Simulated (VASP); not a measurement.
Here is a VASP 6.6.1 calculation.

The input INCAR:

```
SYSTEM = NaCl
ALGO = Normal ; EDIFF = 1E-6
ENCUT = 520 ; GGA = PE
ISIF = 2 ; ISMEAR = -1
LASPH = .True. ; LCHARG = .False.
LREAL = .False. ; LWAVE = .False.
NBANDS = 14 ; NELM = 80
PREC = Accurate ; SIGMA = 0.02
```

KPOINTS

```
k-points
0
Gamma
  8 8 8
  0 0 0
```

File POSCAR:

```
NaCl
1.0
    0.0000000000      3.1264791970      3.1264791970
    3.1264791970      0.0000000000      3.1264791970
    3.1264791970      3.1264791970      0.0000000000
Na Cl
1 1
Direct
    0.0000000000      0.0000000000      0.0000000000
    0.2500000000      0.2500000000      0.2500000000
```

Potentials or basis: VASP PAW PBE potentials, release 64 (Na_pv, Cl).

Command:

```console
$ cat potpaw_PBE.64/Na_pv/POTCAR potpaw_PBE.64/Cl/POTCAR > POTCAR
$ mpirun -np 1 vasp_std > vasp.out
```

Task: Predict the pressure.

Result: 0.0 GPa.

Task: Predict the band gap on the k mesh.

Result: 4.85 eV.

Caveat: the structure was generated, so it needn't be the stable form of NaCl. A k mesh can miss the band edges.
